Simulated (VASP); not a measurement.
# TiSi (Fd-3m) in VASP: relaxation of cell and atoms with r2SCAN

Aim: the relaxation of cell and atoms of TiSi with r2SCAN.

All numbers are computed with VASP 6.6.1; they aren't measurements. Logs are shortened: lines on timing, memory, paths and dates and some standing lists are left out, and cuts for length are marked.

## 1. The cell of the first run

The structure is cubic, space group Fd-3m (No. 227). Conventional cell: a = 6.296 Å, b = 6.296 Å, c = 6.296 Å, α = 90.00°, β = 90.00°, γ = 90.00°. Ti (site symmetry -43m) has 4 Ti at 2.73 Å and 10 Si at 2.73 to 3.15 Å within 3.6 Å. Si (site symmetry -43m) has 10 Ti at 2.73 to 3.15 Å and 4 Si at 2.73 Å within 3.6 Å.

## 2. Relaxation of cell and atoms, r2SCAN

POSCAR

```
TiSi
1.0
    0.0000000000     -3.1482442955      3.1482442955
    3.1482442955     -3.1482442955      0.0000000000
    3.1482442955      0.0000000000      3.1482442955
Ti Si
2 2
Direct
    0.0000000000      0.0000000000      0.0000000000
    0.7500000000      0.7500000000      0.7500000000
    0.2500000000      0.2500000000      0.2500000000
    0.5000000000      0.5000000000      0.5000000000
```

INCAR.step1

```
SYSTEM = TiSi
PREC = Accurate
ENCUT = 600
ISMEAR = 0
SIGMA = 0.1
LREAL = .FALSE.
LASPH = .TRUE.
NELM = 60
GGA = PE
ALGO = Normal
EDIFF = 1E-4
LWAVE = .TRUE.
LCHARG = .FALSE.
```

INCAR.step2

```
SYSTEM = TiSi
PREC = Accurate
ENCUT = 600
EDIFF = 1E-6
ISMEAR = 0
SIGMA = 0.1
LREAL = .FALSE.
LASPH = .TRUE.
NELM = 60
ALGO = Normal
ISIF = 3
LWAVE = .FALSE.
LCHARG = .FALSE.
METAGGA = R2SCAN
LMIXTAU = .TRUE.
IBRION = 2
NSW = 80
EDIFFG = -0.015
ISTART = 1
```

KPOINTS

```
Automatic mesh
0
G
  12 12 12
  0 0 0
```

Potentials or basis: VASP PAW PBE potentials, release 64 (Ti_sv, Si).

On the command line:

```bash
$ cat potpaw_PBE.64/Ti_sv/POTCAR potpaw_PBE.64/Si/POTCAR > POTCAR
$ cp INCAR.step1 INCAR
$ mpirun -np 1 vasp_std > vasp.out
$ cp INCAR.step2 INCAR
$ mpirun -np 1 vasp_std > vasp.out
```

OUTCAR:

```text
SYSTEM = TiSi
   PREC = Accurate
   ENCUT = 600
   EDIFF = 1E-6
   ISMEAR = 0
   LREAL = .FALSE.
   LASPH = .TRUE.
   NELM = 60
   ISIF = 3
   METAGGA = R2SCAN
   IBRION = 2
   NSW = 80
   EDIFFG = -0.015
   ISTART = 1

 ion  position               nearest neighbor table
   1  0.000  0.000  0.000-   2 2.73   3 2.73   2 2.73   2 2.73   2 2.73   3 2.73   3 2.73   3 2.73

   2  0.750  0.750  0.750-   1 2.73   4 2.73   4 2.73   4 2.73   4 2.73   1 2.73   1 2.73   1 2.73

   3  0.250  0.250  0.250-   1 2.73   4 2.73   1 2.73   1 2.73   1 2.73   4 2.73   4 2.73   4 2.73

   4  0.500  0.500  0.500-   2 2.73   3 2.73   3 2.73   3 2.73   3 2.73   2 2.73   2 2.73   2 2.73

  LATTYP: Found a face centered cubic cell.
 ALAT       =     6.2964885910

  Lattice vectors:

 A1 = (   0.0000000000,  -3.1482442955,   3.1482442955)
 A2 = (   3.1482442955,  -3.1482442955,   0.0000000000)
 A3 = (   3.1482442955,   0.0000000000,   3.1482442955)

Analysis of symmetry for initial positions (statically):
=====================================================================
 Subroutine PRICEL returns:
 Original cell was already a primitive cell.

 Routine SETGRP: Setting up the symmetry group for a
 face centered cubic supercell.

 Subroutine GETGRP returns: Found 48 space group operations
 (whereof 24 operations were pure point group operations)
 out of a pool of 48 trial point group operations.

The static configuration has the point symmetry T_d .
 The point group associated with its full space group is O_h .

Analysis of symmetry for dynamics (positions and initial velocities):
=====================================================================
 Subroutine PRICEL returns:
 Original cell was already a primitive cell.

 Routine SETGRP: Setting up the symmetry group for a
 face centered cubic supercell.

 Subroutine GETGRP returns: Found 48 space group operations
 (whereof 24 operations were pure point group operations)
 out of a pool of 48 trial point group operations.

The dynamic configuration has the point symmetry T_d .
 The point group associated with its full space group is O_h .

 Subroutine INISYM returns: Found 48 space group operations
 (whereof 24 operations are pure point group operations),
 and found     1 'primitive' translations

----------------------------------------------------------------------------------------

                                     Primitive cell

  volume of cell :      62.4073

  direct lattice vectors                    reciprocal lattice vectors
     0.000000000 -3.148244296  3.148244296    -0.158818679 -0.158818679  0.158818679
     3.148244296 -3.148244296  0.000000000     0.158818679 -0.158818679 -0.158818679
     3.148244296  0.000000000  3.148244296     0.158818679  0.158818679  0.158818679

  length of vectors
     4.452289780  4.452289780  4.452289780     0.275082021  0.275082021  0.275082021

  position of ions in fractional coordinates (direct lattice)
     0.000000000  0.000000000  0.000000000
     0.750000000  0.750000000  0.750000000
     0.250000000  0.250000000  0.250000000
     0.500000000  0.500000000  0.500000000

  ion indices of the primitive-cell ions
   primitive index   ion index
                 1           1
                 2           2
                 3           3
                 4           4

----------------------------------------------------------------------------------------

 KPOINTS: Automatic mesh

Automatic generation of k-mesh.
 Grid dimensions read from file:
 generate k-points for:   12   12   12

 Generating k-lattice:

  Cartesian coordinates                     Fractional coordinates (reciprocal lattice)
    -0.013234890 -0.013234890  0.013234890     0.083333333  0.000000000  0.000000000
     0.013234890 -0.013234890 -0.013234890     0.000000000  0.083333333  0.000000000
     0.013234890  0.013234890  0.013234890     0.000000000  0.000000000  0.083333333

  Length of vectors
     0.022923502  0.022923502  0.022923502

  Shift w.r.t. Gamma in fractional coordinates (k-lattice)
     0.000000000  0.000000000  0.000000000

 Subroutine IBZKPT returns following result:
 ===========================================

 Found     72 irreducible k-points:

 Following reciprocal coordinates:
            Coordinates               Weight
  0.000000  0.000000  0.000000      1.000000
  0.083333  0.000000  0.000000      8.000000
  0.166667  0.000000  0.000000      8.000000
  0.250000  0.000000  0.000000      8.000000
  0.333333  0.000000  0.000000      8.000000
  0.416667  0.000000  0.000000      8.000000
[... 16 lines left out ...]
  0.500000  0.166667  0.000000     24.000000
 -0.416667  0.166667  0.000000     24.000000
 [... further k-points ...]
   k-points           NKPTS =     72   k-points in BZ     NKDIM =     72   number of bands    NBANDS=     20
   number of dos      NEDOS =    301   number of ions     NIONS =      4
   total plane-waves  NPLWV =  46656
   dimension x,y,z NGX =    36 NGY =   36 NGZ =   36
   dimension x,y,z NGXF=    72 NGYF=   72 NGZF=   72
   ions per type =               2   2
   NGX,Y,Z   is equivalent  to a cutoff of  13.44, 13.44, 13.44 a.u.
   NGXF,Y,Z  is equivalent  to a cutoff of  26.88, 26.88, 26.88 a.u.
 SYSTEM =  TiSi
   PREC   = accura    normal or accurate (medium, high low for compatibility)
   ISTART =      1    job   : 0-new  1-cont  2-samecut
   ICHARG =      0    charge: 1-file 2-atom 10-const
   ISPIN  =      1    spin polarized calculation?
   LNONCOLLINEAR =      F non collinear calculations
   LSORBIT =      F    spin-orbit coupling
   LASPH  =      T    aspherical Exc in radial PAW
   ENCUT  =  600.0 eV  44.10 Ry    6.64 a.u.   8.89  8.89  8.89*2*pi/ulx,y,z
   NELM   =     60;   NELMIN=  2; NELMDL=  0     # of ELM steps
   EDIFF  = 0.1E-05   stopping-criterion for ELM
   LREAL  =      F    real-space projection
   EDIFFG = -.1E-01   stopping-criterion for IOM
   NSW    =     80    number of steps for IOM
   IBRION =      2    ionic relax: 0-MD 1-quasi-New 2-CG
   NFREE  =      1    steps in history (QN), initial steepest desc. (CG)
   ISIF   =      3    stress and relaxation
   ISYM   =      2    0-nonsym 1-usesym 2-fastsym
   POTIM  = 0.5000    time-step for ionic-motion
   TEBEG  =    0.0;   TEEND  =   0.0 temperature during run
   PSTRESS=    0.0 pullay stress
   NELECT =      32.0000    total number of electrons
   NUPDOWN=      -1.0000    fix difference up-down
   EMIN   =  10.00;   EMAX   =-10.00  energy-range for DOS
   EFERMI =   0.00;   METHOD = LEGACY
   ISMEAR =     0;   SIGMA  =   0.10  broadening in eV -4-tet -1-fermi 0-gaus
   EFERMI_NEDOS =   21; number of points for ismear=-14 and -15
   IALGO  =     38    algorithm
   IMIX   =      4    mixing-type and parameters
     AMIX     =   0.40;   BMIX     =  1.00
     AMIX_MAG =   1.60;   BMIX_MAG =  1.00
  volume/ion in A,a.u.               =      15.60       105.29
  Fermi-wavevector in a.u.,A,eV,Ry     =   1.310327  2.476159 23.360621  1.716957
  Thomas-Fermi vector in A             =   2.440865
   LORBIT       =      0    0 simple, 1 ext, 2 COOP (PROOUT), +10 PAW based schemes
   METAGGA = R2SCAN    functional components
   LHFCALC =     F    Hartree Fock is set to
   AEXX    =    0.0000 exact exchange contribution
   IVDW    =     0    specifies the selected vdW correction
   LEPSILON=     F    determine dielectric tensor
   LRPA    =     F    only Hartree local field effects (RPA)
 conjugate gradient relaxation of ions
 non-spin polarized calculation
 Gauss-broadening in eV      SIGMA  =   0.10
  energy-cutoff  :      600.00
  volume of cell :       62.41
 maximum number of plane-waves:      2120
   NGX = 17   NGY = 17   NGZ = 17

--------------------------------------- Ionic step        1  -------------------------------------------

 number of electron      31.9999995 magnetization

 Free energy of the ion-electron system (eV)
  ---------------------------------------------------
  ext. energy  EPLUGINS =         0.00000000
  ---------------------------------------------------
  free energy    TOTEN  =       -43.19243190 eV

  energy without entropy =      -43.16332257  energy(sigma->0) =      -43.17787723

 E-fermi :   9.2672     XC(G=0): -12.2742

 val. band max:        9.2645785448   @ k =   0.4167   0.0833   0.0000
 cond. band min:       9.2743745644   @ k =   0.5000   0.3333   0.0000
 fundamental gap:      0.0097960196
 Fermi energy:         9.2672279824

 k-point     1 :       0.0000    0.0000    0.0000
  band No.  band energies     occupation
      1     -49.6741      2.00000
      2     -49.4980      2.00000
      3     -25.0202      2.00000
      4     -25.0202      2.00000
      5     -25.0202      2.00000
      6     -24.6969      2.00000
[... 12 lines left out ...]
     19      11.6974      0.00000
     20      11.6974      0.00000
[... 589 lines left out ...]
 POSITION                                       TOTAL-FORCE (eV/Angst)
 -----------------------------------------------------------------------------------
      0.00000     -0.00000      0.00000         0.000000     -0.000000      0.000000
      4.53338     -4.53338      4.53338        -0.000000      0.000000     -0.000000
      1.51113     -1.51113      1.51113         0.000000      0.000000     -0.000000
      3.02225     -3.02225      3.02225         0.000000     -0.000000      0.000000
 -----------------------------------------------------------------------------------
    total drift:                                0.000000     -0.000000      0.000000

  FREE ENERGIE OF THE ION-ELECTRON SYSTEM (eV)
  ---------------------------------------------------
  free  energy   TOTEN  =       -43.3063691726 eV

  energy  without entropy=      -43.2833546662  energy(sigma->0) =      -43.29486192

--------------------------------------- Ionic step        3  -------------------------------------------

 number of electron      32.0000006 magnetization

 Free energy of the ion-electron system (eV)
  ---------------------------------------------------
  ext. energy  EPLUGINS =         0.00000000
  ---------------------------------------------------
  free energy    TOTEN  =       -43.33866441 eV

  energy without entropy =      -43.31361109  energy(sigma->0) =      -43.32613775

 E-fermi :  10.2992     XC(G=0): -12.6899

 val. band max:       10.2855414725   @ k =  -0.4167   0.2500   0.0000
 cond. band min:      10.3038520043   @ k =   0.5000   0.3333   0.0000
 fundamental gap:      0.0183105319
 Fermi energy:        10.2991633368

 k-point     1 :       0.0000    0.0000    0.0000
  band No.  band energies     occupation
      1     -48.4669      2.00000
      2     -48.2252      2.00000
      3     -23.8547      2.00000
      4     -23.8547      2.00000
      5     -23.8547      2.00000
      6     -23.4457      2.00000
[... 12 lines left out ...]
     19      12.9720      0.00000
     20      12.9720      0.00000
[... 551 lines left out ...]
 POSITION                                       TOTAL-FORCE (eV/Angst)
 -----------------------------------------------------------------------------------
      0.00000     -0.00000      0.00000        -0.000000      0.000000     -0.000000
      4.59083     -4.59083      4.59083         0.000000     -0.000000      0.000000
      1.53028     -1.53028      1.53028         0.000000      0.000000     -0.000000
      3.06056     -3.06056      3.06056        -0.000000     -0.000000      0.000000
 -----------------------------------------------------------------------------------
    total drift:                                0.000000     -0.000000      0.000000

  FREE ENERGIE OF THE ION-ELECTRON SYSTEM (eV)
  ---------------------------------------------------
  free  energy   TOTEN  =       -43.3386644131 eV

  energy  without entropy=      -43.3136110895  energy(sigma->0) =      -43.32613775

 reached required accuracy - stopping structural energy minimisation
```

Run time: 8.5 min. Hardware: 1 thread of Intel Xeon 6975P-C (Granite Rapids), shared host; peak memory 0.3 GiB.

What came out:

```
Free energy                           : -43.3387 eV
Relaxed volume                        : 14.33 Å³/atom
Relaxed cell                          : a = 4.328 Å, b = 4.328 Å, c = 4.328 Å, α = 60.00°, β = 60.00°, γ = 60.00°
Space group after relaxing (to 0.1 Å) : Fd-3m (No. 227)
Energy gained by relaxing             : 36.6 meV/atom
Ionic steps                           : 3
Pressure after relaxing               : 0.0 GPa
Band gap on the k mesh                : zero (bands 16 and 17 overlap by 1.69 eV)
```

The path:
| step | energy change (eV) | largest force (eV/Å) | pressure (GPa) | volume (Å³) |
| --- | --- | --- | --- | --- |
| 1 | 0.0000 | 0.0000 | -8.52 | 62.41 |
| 2 | -0.1139 | 0.0000 | 5.09 | 55.21 |
| 3 | -0.1462 | 0.0000 | 0.00 | 57.34 |

Final structure:
```
Ti Si
1.0
     0.00000   -3.06056    3.06056
     3.06056   -3.06056    0.00000
     3.06056    0.00000    3.06056
Ti Si
2 2
Cartesian
  0.0000 0.0000 0.0000
  4.5908 -4.5908 4.5908
  1.5303 -1.5303 1.5303
  3.0606 -3.0606 3.0606
```

Caveat: the PAW data sets were made with another functional, which shifts forces and pressure a little.
